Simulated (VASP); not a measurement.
# ZrPbI6 (R-3m) in VASP: single point with r2SCAN+rVV10

Aim: the single point of ZrPbI6 with r2SCAN+rVV10.

Everything below comes from runs of VASP 6.6.1. Logs are shortened: lines on timing, memory, paths and dates and some standing lists are left out, and cuts for length are marked.

### Step 1. The cell of the first run

Symmetry: R-3m, No. 166, trigonal system. The conventional cell has a = 9.640 Å, b = 9.640 Å, c = 12.131 Å, α = 90.00°, β = 90.00°, γ = 120.00°. Zr (site symmetry -3m) has 6 I at 3.28 Å within 4.3 Å. Within 4.2 Å of Pb (site symmetry -3m) lie 6 I at 3.19 Å. I (site symmetry m) has 1 Pb at 3.19 Å and 1 Zr at 3.28 Å and 5 I at 3.30 to 3.97 Å within 4.2 Å.

### Step 2. Single point, r2SCAN+rVV10

The input, POSCAR:

```
ZrPbI6
1.0
    4.8202490122      2.7829720629      4.0437344323
   -4.8202490122      2.7829720629      4.0437344323
    0.0000000000     -5.5659441315      4.0437344283
Zr Pb I
1 1 6
Direct
    0.5000000000      0.5000000000      0.5000000000
    0.0000000000      0.0000000000      0.0000000000
    0.9081978383      0.3198482057      0.3198482057
    0.3198482057      0.9081978383      0.3198482057
    0.3198482057      0.3198482057      0.9081978383
    0.0918021617      0.6801517943      0.6801517943
    0.6801517943      0.0918021617      0.6801517943
    0.6801517943      0.6801517943      0.0918021617
```

The input, INCAR.step1:

```
SYSTEM = ZrPbI6
  PREC = Accurate
  ENCUT = 520
  ISMEAR = -1
  SIGMA = 0.03
  LREAL = .FALSE.
  LASPH = .TRUE.
  NELM = 100
  NBANDS = 44
  GGA = PE
  ALGO = Normal
  EDIFF = 1E-4
  LWAVE = .TRUE.
  LCHARG = .FALSE.
```

The input, INCAR.step2:

```
SYSTEM = ZrPbI6
  PREC = Accurate
  ENCUT = 520
  EDIFF = 1E-6
  ISMEAR = -1
  SIGMA = 0.03
  LREAL = .FALSE.
  LASPH = .TRUE.
  NELM = 100
  ALGO = Normal
  ISIF = 2
  LWAVE = .FALSE.
  LCHARG = .FALSE.
  METAGGA = R2SCAN
  LMIXTAU = .TRUE.
  LUSE_VDW = .TRUE.
  IVDW_NL = 2
  BPARAM = 11.95
  CPARAM = 0.0093
  NBANDS = 44
  ISTART = 1
```

The input, KPOINTS:

```
Automatic mesh
0
G
  4 4 4
  0 0 0
```

Potentials or basis: VASP PAW PBE potentials, release 64 (Zr_sv, Pb_d, I).

Launch:

```
$ cat potpaw_PBE.64/Zr_sv/POTCAR potpaw_PBE.64/Pb_d/POTCAR potpaw_PBE.64/I/POTCAR > POTCAR
$ cp INCAR.step1 INCAR
$ mpirun -np 1 vasp_std > vasp.out
$ cp INCAR.step2 INCAR
$ mpirun -np 1 vasp_std > vasp.out
```

OUTCAR:

```text
SYSTEM = ZrPbI6
   PREC = Accurate
   ENCUT = 520
   EDIFF = 1E-6
   ISMEAR = -1
   LREAL = .FALSE.
   LASPH = .TRUE.
   NELM = 100
   ISIF = 2
   METAGGA = R2SCAN
   IVDW_NL = 2
   BPARAM = 11.95
   ISTART = 1

 ion  position               nearest neighbor table
   1  0.500  0.500  0.500-   3 3.28   4 3.28   6 3.28   7 3.28   5 3.28   8 3.28
   2  0.000  0.000  0.000-   3 3.19   4 3.19   6 3.19   7 3.19   5 3.19   8 3.19
   3  0.908  0.320  0.320-   2 3.19   1 3.28   8 3.30   7 3.30
   4  0.320  0.908  0.320-   2 3.19   1 3.28   8 3.30   6 3.30
   5  0.320  0.320  0.908-   2 3.19   1 3.28   6 3.30   7 3.30
   6  0.092  0.680  0.680-   2 3.19   1 3.28   5 3.30   4 3.30
   7  0.680  0.092  0.680-   2 3.19   1 3.28   5 3.30   3 3.30
   8  0.680  0.680  0.092-   2 3.19   1 3.28   3 3.30   4 3.30

  LATTYP: Found a trigonal (rhomboedric) cell.
 ALAT       =     6.8797908545
 COS(alpha) =     0.0182102980

  Lattice vectors:

 A1 = (   4.8202490122,   2.7829720629,   4.0437344323)
 A2 = (  -4.8202490122,   2.7829720629,   4.0437344323)
 A3 = (   0.0000000000,  -5.5659441315,   4.0437344283)

Analysis of symmetry for initial positions (statically):
=====================================================================
 Subroutine PRICEL returns:
 Original cell was already a primitive cell.

 Routine SETGRP: Setting up the symmetry group for a
 trigonal (rhombohedral) supercell.

 Subroutine GETGRP returns: Found 12 space group operations
 (whereof 12 operations were pure point group operations)
 out of a pool of 12 trial point group operations.

The static configuration has the point symmetry D_3d.

Analysis of symmetry for dynamics (positions and initial velocities):
=====================================================================
 Subroutine PRICEL returns:
 Original cell was already a primitive cell.

 Routine SETGRP: Setting up the symmetry group for a
 trigonal (rhombohedral) supercell.

 Subroutine GETGRP returns: Found 12 space group operations
 (whereof 12 operations were pure point group operations)
 out of a pool of 12 trial point group operations.

The dynamic configuration has the point symmetry D_3d.

 Subroutine INISYM returns: Found 12 space group operations
 (whereof 12 operations are pure point group operations),
 and found     1 'primitive' translations

----------------------------------------------------------------------------------------

                                     Primitive cell

  volume of cell :     325.4709

  direct lattice vectors                    reciprocal lattice vectors
     4.820249012  2.782972063  4.043734432     0.103729081  0.059888013  0.082432054
    -4.820249012  2.782972063  4.043734432    -0.103729081  0.059888013  0.082432054
     0.000000000 -5.565944132  4.043734428     0.000000000 -0.119776026  0.082432054

  length of vectors
     6.879790854  6.879790854  6.879790854     0.145400618  0.145400618  0.145400618

  position of ions in fractional coordinates (direct lattice)
     0.500000000  0.500000000  0.500000000
     0.000000000  0.000000000  0.000000000
     0.908197838  0.319848206  0.319848206
     0.319848206  0.908197838  0.319848206
     0.319848206  0.319848206  0.908197838
     0.091802162  0.680151794  0.680151794
     0.680151794  0.091802162  0.680151794
     0.680151794  0.680151794  0.091802162

  ion indices of the primitive-cell ions
   primitive index   ion index
                 1           1
                 2           2
                 3           3
                 4           4
                 5           5
                 6           6
                 7           7
                 8           8

----------------------------------------------------------------------------------------

 KPOINTS: Automatic mesh

Automatic generation of k-mesh.
 Grid dimensions read from file:
 generate k-points for:    4    4    4

 Generating k-lattice:

  Cartesian coordinates                     Fractional coordinates (reciprocal lattice)
     0.025932270  0.014972003  0.020608013     0.250000000 -0.000000000  0.000000000
    -0.025932270  0.014972003  0.020608013    -0.000000000  0.250000000  0.000000000
     0.000000000 -0.029944006  0.020608013     0.000000000  0.000000000  0.250000000

  Length of vectors
     0.036350155  0.036350155  0.036350155

  Shift w.r.t. Gamma in fractional coordinates (k-lattice)
     0.000000000  0.000000000  0.000000000

 Subroutine IBZKPT returns following result:
 ===========================================

 Found     13 irreducible k-points:

 Following reciprocal coordinates:
            Coordinates               Weight
  0.000000  0.000000  0.000000      1.000000
  0.250000 -0.000000  0.000000      6.000000
  0.500000 -0.000000  0.000000      3.000000
  0.250000  0.250000  0.000000      6.000000
  0.500000  0.250000 -0.000000     12.000000
 -0.250000  0.250000  0.000000      6.000000
  0.500000  0.500000  0.000000      3.000000
  0.250000  0.250000  0.250000      2.000000
  0.500000  0.250000  0.250000      6.000000
 -0.250000  0.250000  0.250000      6.000000
  0.500000  0.500000  0.250000      6.000000
 -0.250000  0.500000  0.250000      6.000000
  0.500000  0.500000  0.500000      1.000000
   k-points           NKPTS =     13   k-points in BZ     NKDIM =     13   number of bands    NBANDS=     44
   number of dos      NEDOS =    301   number of ions     NIONS =      8
   total plane-waves  NPLWV = 157464
   dimension x,y,z NGX =    54 NGY =   54 NGZ =   54
   dimension x,y,z NGXF=   108 NGYF=  108 NGZF=  108
   ions per type =               1   1   6
   NGX,Y,Z   is equivalent  to a cutoff of  13.05, 13.05, 13.05 a.u.
   NGXF,Y,Z  is equivalent  to a cutoff of  26.10, 26.10, 26.10 a.u.
 SYSTEM =  ZrPbI6
   PREC   = accura    normal or accurate (medium, high low for compatibility)
   ISTART =      1    job   : 0-new  1-cont  2-samecut
   ICHARG =      0    charge: 1-file 2-atom 10-const
   ISPIN  =      1    spin polarized calculation?
   LNONCOLLINEAR =      F non collinear calculations
   LSORBIT =      F    spin-orbit coupling
   LASPH  =      T    aspherical Exc in radial PAW
   ENCUT  =  520.0 eV  38.22 Ry    6.18 a.u.  12.79 12.79 12.79*2*pi/ulx,y,z
   NELM   =    100;   NELMIN=  2; NELMDL=  0     # of ELM steps
   EDIFF  = 0.1E-05   stopping-criterion for ELM
   LREAL  =      F    real-space projection
   EDIFFG = 0.1E-04   stopping-criterion for IOM
   NSW    =      0    number of steps for IOM
   IBRION =     -1    ionic relax: 0-MD 1-quasi-New 2-CG
   NFREE  =      0    steps in history (QN), initial steepest desc. (CG)
   ISIF   =      2    stress and relaxation
   ISYM   =      2    0-nonsym 1-usesym 2-fastsym
   POTIM  = 0.5000    time-step for ionic-motion
   TEBEG  =    0.0;   TEEND  =   0.0 temperature during run
   PSTRESS=    0.0 pullay stress
   NELECT =      68.0000    total number of electrons
   NUPDOWN=      -1.0000    fix difference up-down
   EMIN   =  10.00;   EMAX   =-10.00  energy-range for DOS
   EFERMI =   0.00;   METHOD = LEGACY
   ISMEAR =    -1;   SIGMA  =   0.03  broadening in eV -4-tet -1-fermi 0-gaus
   EFERMI_NEDOS =   21; number of points for ismear=-14 and -15
   IALGO  =     38    algorithm
   IMIX   =      4    mixing-type and parameters
     AMIX     =   0.40;   BMIX     =  1.00
     AMIX_MAG =   1.60;   BMIX_MAG =  1.00
  volume/ion in A,a.u.               =      40.68       274.55
  Fermi-wavevector in a.u.,A,eV,Ry     =   0.971420  1.835718 12.839232  0.943657
  Thomas-Fermi vector in A             =   2.101636
   LORBIT       =      0    0 simple, 1 ext, 2 COOP (PROOUT), +10 PAW based schemes
   METAGGA = R2SCAN    functional components
   LHFCALC =     F    Hartree Fock is set to
   AEXX    =    0.0000 exact exchange contribution
   IVDW_NL    =     2    kernel type
   BPARAM     =11.9500
   IVDW    =     0    specifies the selected vdW correction
   LEPSILON=     F    determine dielectric tensor
   LRPA    =     F    only Hartree local field effects (RPA)
 non-spin polarized calculation
  energy-cutoff  :      520.00
  volume of cell :      325.47
 maximum number of plane-waves:      8777
 NGX is ok and might be reduce to    54
   NGX = 25   NGY = 25   NGZ = 25

 number of electron      68.0000000 magnetization

 Free energy of the ion-electron system (eV)
  ---------------------------------------------------
  ext. energy  EPLUGINS =         0.00000000
  ---------------------------------------------------
  free energy    TOTEN  =      -224.82500313 eV

  energy without entropy =     -224.78686897  energy(sigma->0) =     -224.80593605

 E-fermi :   3.8846     XC(G=0):  -8.7205

 val. band max:        3.8815577644   @ k =   0.5000   0.2500   0.2500
 cond. band min:       3.9031241142   @ k =   0.5000   0.5000   0.2500
 fundamental gap:      0.0215663498
 Fermi energy:         3.8846357642

 k-point     1 :       0.0000    0.0000    0.0000
  band No.  band energies     occupation
      1     -49.0994      2.00000
      2     -26.4775      2.00000
      3     -26.2643      2.00000
      4     -26.2643      2.00000
      5     -14.0535      2.00000
      6     -14.0535      2.00000
[... 36 lines left out ...]
     43       7.0091      0.00000
     44       8.3730      0.00000

 k-point     2 :       0.2500   -0.0000    0.0000
  band No.  band energies     occupation
      1     -49.0994      2.00000
      2     -26.4775      2.00000
      3     -26.2643      2.00000
      4     -26.2643      2.00000
      5     -14.0540      2.00000
      6     -14.0532      2.00000
[... 36 lines left out ...]
     43       6.9413      0.00000
     44       8.3761      0.00000

 k-point     3 :       0.5000   -0.0000    0.0000
  band No.  band energies     occupation
      1     -49.0994      2.00000
      2     -26.4775      2.00000
      3     -26.2643      2.00000
      4     -26.2643      2.00000
      5     -14.0545      2.00000
      6     -14.0530      2.00000
[... 459 lines left out ...]
     43       7.7972      0.00000
     44       7.9616      0.00000

 k-point    13 :       0.5000    0.5000    0.5000
  band No.  band energies     occupation
      1     -49.0994      2.00000
      2     -26.4775      2.00000
      3     -26.2644      2.00000
      4     -26.2644      2.00000
      5     -14.0546      2.00000
      6     -14.0546      2.00000
[... 36 lines left out ...]
     43       8.6476      0.00000
     44       9.0275      0.00000

------------------------ aborting loop because EDIFF is reached ----------------------------------------

  FORCE on cell =-STRESS in cart. coord.  units (eV):
  Direction    XX          YY          ZZ          XY          YZ          ZX
  --------------------------------------------------------------------------------------
  -------------------------------------------------------------------------------------
  Total        0.0547892      0.0547892     -0.8490148      0.0000000      0.0000000      0.0000000
  in kB        0.2697076      0.2697076     -4.1793973      0.0000000      0.0000000      0.0000000
  external PRESSURE =      -1.2133274 kB  Pullay stress =       0.0000000 kB

 VOLUME and BASIS-vectors are now :
 -----------------------------------------------------------------------------
  energy-cutoff  :      520.00
  volume of cell :      325.47
      direct lattice vectors                 reciprocal lattice vectors
     4.820249012  2.782972063  4.043734432     0.103729081  0.059888013  0.082432054
    -4.820249012  2.782972063  4.043734432    -0.103729081  0.059888013  0.082432054
     0.000000000 -5.565944132  4.043734428     0.000000000 -0.119776026  0.082432054

 POSITION                                       TOTAL-FORCE (eV/Angst)
 -----------------------------------------------------------------------------------
      0.00000     -0.00000      6.06560        -0.000000     -0.000000      0.000000
      0.00000      0.00000      0.00000        -0.000000     -0.000000      0.000000
      2.83599      1.63736      6.25927         0.011228      0.006482      0.029046
     -2.83599      1.63736      6.25927        -0.011228      0.006482      0.029046
      0.00000     -3.27472      6.25927        -0.000000     -0.012965      0.029046
     -2.83599     -1.63736      5.87193        -0.011228     -0.006482     -0.029046
      2.83599     -1.63736      5.87193         0.011228     -0.006482     -0.029046
      0.00000      3.27472      5.87193        -0.000000      0.012965     -0.029046
 -----------------------------------------------------------------------------------
    total drift:                               -0.000000     -0.000000      0.000000

  FREE ENERGIE OF THE ION-ELECTRON SYSTEM (eV)
  ---------------------------------------------------
  free  energy   TOTEN  =      -224.8250031318 eV

  energy  without entropy=     -224.7868689700  energy(sigma->0) =     -224.80593605
```

Wall time 42 min (1 thread of Intel Xeon Platinum 8488C (Sapphire Rapids), shared host); peak memory 1.1 GiB.

What came out:

```
Free energy            : -224.8250 eV
Pressure               : -0.1 GPa
Largest force          : 0.032 eV/Å
Band gap on the k mesh : zero (bands 34 and 35 overlap by 0.37 eV)
```

Forces on the atoms (eV/Å):
```
Zr   0.000  0.000  0.000
Pb   0.000  0.000  0.000
I    0.011  0.006  0.029
I   -0.011  0.006  0.029
I    0.000 -0.013  0.029
I   -0.011 -0.006 -0.029
I    0.011 -0.006 -0.029
I    0.000  0.013 -0.029
```

Caveat: the PAW data sets were made with another functional, which shifts forces and pressure a little; spin-orbit coupling is left out, which moves the levels of the heavy elements.
